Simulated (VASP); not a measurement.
# Rh (Fm-3m) in VASP: a series of runs

Runs on Rh. Level: LDA. Tasks: single point.

Program: VASP 6.6.1. These are calculated values, not measurements. Logs are shortened: lines on timing, memory, paths and dates and some standing lists are left out, and cuts for length are marked.

### 1 The cell of the first run

It takes space group Fm-3m (No. 225, cubic). The conventional cell has a = 3.796 Å, b = 3.796 Å, c = 3.796 Å, α = 90.00°, β = 90.00°, γ = 90.00°. Rh (site symmetry m-3m) has 12 Rh at 2.68 Å within 3.5 Å.

### 2 Single point, LDA

POSCAR reads:

```
Rh
1.0
    0.0000000000      1.8978500000      1.8978500000
    1.8978500000      0.0000000000      1.8978500000
    1.8978500000      1.8978500000      0.0000000000
Rh
1
Direct
    0.0000000000      0.0000000000      0.0000000000
```

INCAR.step1 reads:

```
  ALGO = Normal
  EDIFF = 1E-6
  ENCUT = 520
  GGA = CA
  ISIF = 2
  ISMEAR = -1
  LASPH = True
  LCHARG = True
  LMAXMIX = 4
  LREAL = False
  LWAVE = False
  NBANDS = 14
  NELM = 100
  PREC = Accurate
  SIGMA = 0.05
```

KPOINTS.step1 reads:

```
k-points
0
Gamma
  15 15 15
```

INCAR.step2 reads:

```
  ALGO = Normal
  EDIFF = 1E-6
  ENCUT = 520
  GGA = CA
  ICHARG = 11
  ISIF = 2
  ISMEAR = -5
  LASPH = True
  LCHARG = False
  LMAXMIX = 4
  LORBIT = 11
  LREAL = False
  LWAVE = False
  NBANDS = 14
  NEDOS = 2001
  NELM = 100
  PREC = Accurate
  SIGMA = 0.05
```

KPOINTS.step2 reads:

```
k-points
0
Gamma
  23 23 23
```

Potentials or basis: VASP PAW LDA potentials, release 64 (Rh_pv).

Launch:

```
> cat potpaw_LDA.64/Rh_pv/POTCAR > POTCAR
> cp INCAR.step1 INCAR
> cp KPOINTS.step1 KPOINTS
> mpirun -np 1 vasp_std > vasp.out
> cp INCAR.step2 INCAR
> cp KPOINTS.step2 KPOINTS
> mpirun -np 1 vasp_std > vasp.out
```

OUTCAR:

```text
EDIFF = 1E-6
   ENCUT = 520
   GGA = CA
   ICHARG = 11
   ISIF = 2
   ISMEAR = -5
   LASPH = True
   LORBIT = 11
   LREAL = False
   NELM = 100
   PREC = Accurate

 ion  position               nearest neighbor table
   1  0.000  0.000  0.000-

  LATTYP: Found a face centered cubic cell.
 ALAT       =     3.7957000000

  Lattice vectors:

 A1 = (   0.0000000000,   1.8978500000,   1.8978500000)
 A2 = (   1.8978500000,   0.0000000000,   1.8978500000)
 A3 = (   1.8978500000,   1.8978500000,   0.0000000000)

Analysis of symmetry for initial positions (statically):
=====================================================================
 Subroutine PRICEL returns:
 Original cell was already a primitive cell.

 Routine SETGRP: Setting up the symmetry group for a
 face centered cubic supercell.

 Subroutine GETGRP returns: Found 48 space group operations
 (whereof 48 operations were pure point group operations)
 out of a pool of 48 trial point group operations.

The static configuration has the point symmetry O_h .

Analysis of symmetry for dynamics (positions and initial velocities):
=====================================================================
 Subroutine PRICEL returns:
 Original cell was already a primitive cell.

 Routine SETGRP: Setting up the symmetry group for a
 face centered cubic supercell.

 Subroutine GETGRP returns: Found 48 space group operations
 (whereof 48 operations were pure point group operations)
 out of a pool of 48 trial point group operations.

The dynamic configuration has the point symmetry O_h .

 Subroutine INISYM returns: Found 48 space group operations
 (whereof 48 operations are pure point group operations),
 and found     1 'primitive' translations

----------------------------------------------------------------------------------------

                                     Primitive cell

  volume of cell :      13.6715

  direct lattice vectors                    reciprocal lattice vectors
     0.000000000  1.897850000  1.897850000    -0.263456016  0.263456016  0.263456016
     1.897850000  0.000000000  1.897850000     0.263456016 -0.263456016  0.263456016
     1.897850000  1.897850000  0.000000000     0.263456016  0.263456016 -0.263456016

  length of vectors
     2.683965209  2.683965209  2.683965209     0.456319205  0.456319205  0.456319205

  position of ions in fractional coordinates (direct lattice)
     0.000000000  0.000000000  0.000000000

  ion indices of the primitive-cell ions
   primitive index   ion index
                 1           1

----------------------------------------------------------------------------------------

 KPOINTS: k-points

Automatic generation of k-mesh.
 Grid dimensions read from file:
 generate k-points for:   23   23   23

 Generating k-lattice:

  Cartesian coordinates                     Fractional coordinates (reciprocal lattice)
    -0.011454609  0.011454609  0.011454609     0.043478261  0.000000000  0.000000000
     0.011454609 -0.011454609  0.011454609     0.000000000  0.043478261  0.000000000
     0.011454609  0.011454609 -0.011454609     0.000000000  0.000000000  0.043478261

  Length of vectors
     0.019839965  0.019839965  0.019839965

  Shift w.r.t. Gamma in fractional coordinates (k-lattice)
     0.000000000  0.000000000  0.000000000

 TETIRR: Found   1662 inequivalent tetrahedra from    73002

 Subroutine IBZKPT returns following result:
 ===========================================

 Found    364 irreducible k-points:

 Following reciprocal coordinates:
            Coordinates               Weight
  0.000000  0.000000  0.000000      1.000000
  0.043478  0.000000  0.000000      8.000000
  0.086957  0.000000  0.000000      8.000000
  0.130435  0.000000  0.000000      8.000000
  0.173913  0.000000  0.000000      8.000000
  0.217391  0.000000  0.000000      8.000000
[... 16 lines left out ...]
  0.478261  0.043478  0.000000     24.000000
 -0.478261  0.043478  0.000000     24.000000
 [... further k-points ...]
   k-points           NKPTS =    364   k-points in BZ     NKDIM =    364   number of bands    NBANDS=     14
   number of dos      NEDOS =   2001   number of ions     NIONS =      1
   total plane-waves  NPLWV =   8000
   dimension x,y,z NGX =    20 NGY =   20 NGZ =   20
   dimension x,y,z NGXF=    40 NGYF=   40 NGZF=   40
   ions per type =               1
   NGX,Y,Z   is equivalent  to a cutoff of  12.39, 12.39, 12.39 a.u.
   NGXF,Y,Z  is equivalent  to a cutoff of  24.78, 24.78, 24.78 a.u.
 SYSTEM =  unknown system
   PREC   = accura    normal or accurate (medium, high low for compatibility)
   ISTART =      0    job   : 0-new  1-cont  2-samecut
   ICHARG =     11    charge: 1-file 2-atom 10-const
   ISPIN  =      1    spin polarized calculation?
   LNONCOLLINEAR =      F non collinear calculations
   LSORBIT =      F    spin-orbit coupling
   LASPH  =      T    aspherical Exc in radial PAW
   ENCUT  =  520.0 eV  38.22 Ry    6.18 a.u.   4.99  4.99  4.99*2*pi/ulx,y,z
   NELM   =    100;   NELMIN=  2; NELMDL=  0     # of ELM steps
   EDIFF  = 0.1E-05   stopping-criterion for ELM
   LREAL  =      F    real-space projection
[... 7 lines left out ...]
   TEBEG  =    0.0;   TEEND  =   0.0 temperature during run
   PSTRESS=    0.0 pullay stress
   NELECT =      15.0000    total number of electrons
   NUPDOWN=      -1.0000    fix difference up-down
   EMIN   =  10.00;   EMAX   =-10.00  energy-range for DOS
   EFERMI =   0.00;   METHOD = LEGACY
   ISMEAR =    -5;   SIGMA  =   0.05  broadening in eV -4-tet -1-fermi 0-gaus
   EFERMI_NEDOS =   21; number of points for ismear=-14 and -15
   IALGO  =     38    algorithm
   IMIX   =      4    mixing-type and parameters
     AMIX     =   0.40;   BMIX     =  1.00
     AMIX_MAG =   1.60;   BMIX_MAG =  1.00
  volume/ion in A,a.u.               =      13.67        92.26
  Fermi-wavevector in a.u.,A,eV,Ry     =   1.688496  3.190795 38.790465  2.851019
  Thomas-Fermi vector in A             =   2.770792
   LORBIT       =     11    0 simple, 1 ext, 2 COOP (PROOUT), +10 PAW based schemes
   GGA     = CA    functional components
   LHFCALC =     F    Hartree Fock is set to
   AEXX    =    0.0000 exact exchange contribution
   IVDW    =     0    specifies the selected vdW correction
   LEPSILON=     F    determine dielectric tensor
   LRPA    =     F    only Hartree local field effects (RPA)
 non-spin polarized calculation
 Fermi weights with tetrahedron method with Bloechl corrections
  energy-cutoff  :      520.00
  volume of cell :       13.67
 maximum number of plane-waves:       379

 number of electron      15.0000007 magnetization

 Free energy of the ion-electron system (eV)
  ---------------------------------------------------
  ext. energy  EPLUGINS =         0.00000000
  ---------------------------------------------------
  free energy    TOTEN  =        -8.67184728 eV

  energy without entropy =       -8.67184728  energy(sigma->0) =       -8.67184728

 E-fermi :  11.8095     XC(G=0): -14.3888

 val. band max:       11.8716869163   @ k =   0.4348   0.0000   0.0000
 cond. band min:      11.7365795095   @ k =   0.3478   0.3478   0.0000
 fundamental gap:     -0.1351074068
 Fermi energy:        11.8095105922

 k-point     1 :       0.0000    0.0000    0.0000
  band No.  band energies     occupation
      1     -34.3709      2.00000
      2     -34.3709      2.00000
      3     -34.3709      2.00000
      4       3.7426      2.00000
      5       8.6705      2.00000
      6       8.6705      2.00000
      7       8.6705      2.00000
      8      10.8150      2.00000
      9      10.8150      2.00000
     10      27.7596      0.00000
     11      32.1256      0.00000
     12      33.1968      0.00000
     13      33.1968      0.00000
     14      33.1968      0.00000

 k-point     2 :       0.0435    0.0000    0.0000
  band No.  band energies     occupation
      1     -34.3855      2.00000
      2     -34.3729      2.00000
      3     -34.3729      2.00000
      4       3.8199      2.00000
      5       8.6354      2.00000
      6       8.7012      2.00000
      7       8.7012      2.00000
      8      10.7972      2.00000
      9      10.7972      2.00000
     10      27.8740      0.00000
     11      32.1250      0.00000
     12      32.7568      0.00000
     13      33.3106      0.00000
     14      33.3106      0.00000

 k-point     3 :       0.0870    0.0000    0.0000
  band No.  band energies     occupation
      1     -34.4282      2.00000
      2     -34.3786      2.00000
      3     -34.3786      2.00000
      4       4.0457      2.00000
      5       8.5409      2.00000
      6       8.7865      2.00000
      7       8.7865      2.00000
      8      10.7527      2.00000
      9      10.7527      2.00000
     10      28.1953      0.00000
     11      31.7351      0.00000
     12      32.1288      0.00000
     13      33.6452      0.00000
     14      33.6452      0.00000

 k-point     4 :       0.1304    0.0000    0.0000
  band No.  band energies     occupation
      1     -34.4954      2.00000
      2     -34.3877      2.00000
      3     -34.3877      2.00000
      4       4.3997      2.00000
      5       8.4191      2.00000
      6       8.9038      2.00000
      7       8.9038      2.00000
      8      10.7088      2.00000
      9      10.7088      2.00000
     10      28.6518      0.00000
     11      30.5194      0.00000
     12      32.1264      0.00000
     13      34.1803      0.00000
     14      34.1803      0.00000

 k-point     5 :       0.1739    0.0000    0.0000
  band No.  band energies     occupation
      1     -34.5817      2.00000
      2     -34.3994      2.00000
      3     -34.3994      2.00000
      4       4.8387      2.00000
      5       8.3281      2.00000
      6       9.0114      2.00000
      7       9.0114      2.00000
      8      10.7125      2.00000
      9      10.7125      2.00000
     10      29.0139      0.00000
     11      29.3483      0.00000
[... 276 lines left out ...]
 k-point    22 :       0.4348    0.0435    0.0000
  band No.  band energies     occupation
      1     -35.0821      2.00000
      2     -34.4767      2.00000
      3     -34.4747      2.00000
      4       5.7070      2.00000
      5       8.6114      2.00000
      6       8.7343      2.00000
      7      11.0455      2.00308
      8      12.2811      0.00000
      9      12.6573      0.00000
     10      21.6000      0.00000
     11      27.6689      0.00000
     12      32.1260      0.00000
     13      33.1434      0.00000
     14      33.6307      0.00000

 k-point    23 :       0.4783    0.0435    0.0000
  band No.  band energies     occupation
      1     -35.1172      2.00000
      2     -34.4824      2.00000
      3     -34.4794      2.00000
      4       5.6615      2.00000
      5       8.5611      2.00000
      6       8.6747      2.00000
      7      11.4855      1.99163
      8      12.3911      0.00000
      9      13.1512      0.00000
     10      20.7011      0.00000
     11      27.4389      0.00000
     12      32.1259      0.00000
     13      32.8900      0.00000
     14      33.0243      0.00000

 k-point    24 :      -0.4783    0.0435    0.0000
  band No.  band energies     occupation
      1     -35.1261      2.00000
      2     -34.4863      2.00000
      3     -34.4781      2.00000
      4       5.6495      2.00000
      5       8.5539      2.00000
      6       8.6535      2.00000
      7      11.6247      1.83568
      8      12.3685      0.00000
      9      13.3299      0.00000
     10      20.4460      0.00000
     11      27.3805      0.00000
     12      32.1257      0.00000
     13      32.7340      0.00000
     14      32.9646      0.00000

 [... further k-points ...]
[... 5 lines left out ...]
  --------------------------------------------------------------------------------------
  -------------------------------------------------------------------------------------
  Total       -0.7372324     -0.7372324     -0.7372324     -0.0000000      0.0000000     -0.0000000
  in kB      -86.3971359    -86.3971359    -86.3971359     -0.0000000      0.0000000     -0.0000000
  external PRESSURE =     -86.3971359 kB  Pullay stress =       0.0000000 kB

 VOLUME and BASIS-vectors are now :
 -----------------------------------------------------------------------------
  energy-cutoff  :      520.00
  volume of cell :       13.67
      direct lattice vectors                 reciprocal lattice vectors
     0.000000000  1.897850000  1.897850000    -0.263456016  0.263456016  0.263456016
     1.897850000  0.000000000  1.897850000     0.263456016 -0.263456016  0.263456016
     1.897850000  1.897850000  0.000000000     0.263456016  0.263456016 -0.263456016

 POSITION                                       TOTAL-FORCE (eV/Angst)
 -----------------------------------------------------------------------------------
      0.00000      0.00000      0.00000        -0.000000     -0.000000      0.000000
 -----------------------------------------------------------------------------------
    total drift:                               -0.000000      0.000000     -0.000000

  FREE ENERGIE OF THE ION-ELECTRON SYSTEM (eV)
  ---------------------------------------------------
  free  energy   TOTEN  =        -8.6718472775 eV

  energy  without entropy=       -8.6718472775  energy(sigma->0) =       -8.67184728

 total charge

# of ion       s       p       d       tot
------------------------------------------
    1        0.418   6.308   7.069  13.795
```

It took 35 s on 1 thread of Intel Xeon Platinum 8559C (Emerald Rapids), shared host; peak memory 0.17 GiB.

Results:

```
Valence electrons inside the program's atomic spheres : Rh 13.79
```

Levels at points of the mesh, in eV from the Fermi level:
```csv
k point,band 4,band 5,band 6,band 7,band 8,band 9,band 10,band 11
"(0.00, 0.00, 0.00)",-8.07,-3.14,-3.14,-3.14,-0.99,-0.99,15.95,20.32
```

### 3 Single point, LDA

POSCAR is that of step 2.

INCAR.step1 reads:

```
PREC     = Accurate       # precision mode
ENCUT    = 520            # plane-wave cutoff, eV
EDIFF    = 1E-6           # SCF threshold, eV
ISMEAR   = -1             # smearing method
SIGMA    = 0.05           # smearing width, eV
LREAL    = False          # projectors in reciprocal space
LASPH    = True           # aspherical terms in the spheres
NELM     = 100            # most SCF steps
ALGO     = Normal         # electronic algorithm
ISIF     = 2              # what is computed and relaxed
LWAVE    = False          # write WAVECAR
LCHARG   = True           # write CHGCAR
LMAXMIX  = 4              # l up to which the mixer works
NBANDS   = 14             # bands
```

KPOINTS.step1 reads:

```
regular mesh
0
Gamma
  15 15 15
```

INCAR.step2 reads:

```
PREC     = Accurate       # precision mode
ENCUT    = 520            # plane-wave cutoff, eV
EDIFF    = 1E-6           # SCF threshold, eV
ISMEAR   = -5             # smearing method
SIGMA    = 0.05           # smearing width, eV
LREAL    = False          # projectors in reciprocal space
LASPH    = True           # aspherical terms in the spheres
NELM     = 100            # most SCF steps
ALGO     = Normal         # electronic algorithm
ISIF     = 2              # what is computed and relaxed
LWAVE    = False          # write WAVECAR
LCHARG   = False          # write CHGCAR
LMAXMIX  = 4              # l up to which the mixer works
LORBIT   = 10             # projections on sites
NEDOS    = 2001           # points of the DOS
ICHARG   = 11             # starting density
```

KPOINTS.step2 reads:

```
regular mesh
0
Gamma
  23 23 23
```

Potentials or basis: VASP PAW LDA potentials, release 64 (Rh_pv).

Launch:

```
> cat potpaw_LDA.64/Rh_pv/POTCAR > POTCAR
> cp INCAR.step1 INCAR
> cp KPOINTS.step1 KPOINTS
> mpirun -np 1 vasp_std > vasp.out
> cp INCAR.step2 INCAR
> cp KPOINTS.step2 KPOINTS
> mpirun -np 1 vasp_std > vasp.out
```

Run time: 38 s. Hardware: 1 thread of Intel Xeon Platinum 8559C (Emerald Rapids), shared host; peak memory 0.16 GiB.

Results (log left out):

| Property | Result |
| --- | --- |
| Valence electrons inside the program's atomic spheres | Rh 13.79 |

Levels at points of the mesh, in eV from the Fermi level:
```
           k point  band 3  band 4  band 5  band 6  band 7  band 8  band 9  band 10  band 11
(0.00, 0.00, 0.00)  -46.18   -8.07   -3.14   -3.14   -3.14   -0.99   -0.99    15.95    20.32
```

(Continued in part 2 of 2.)
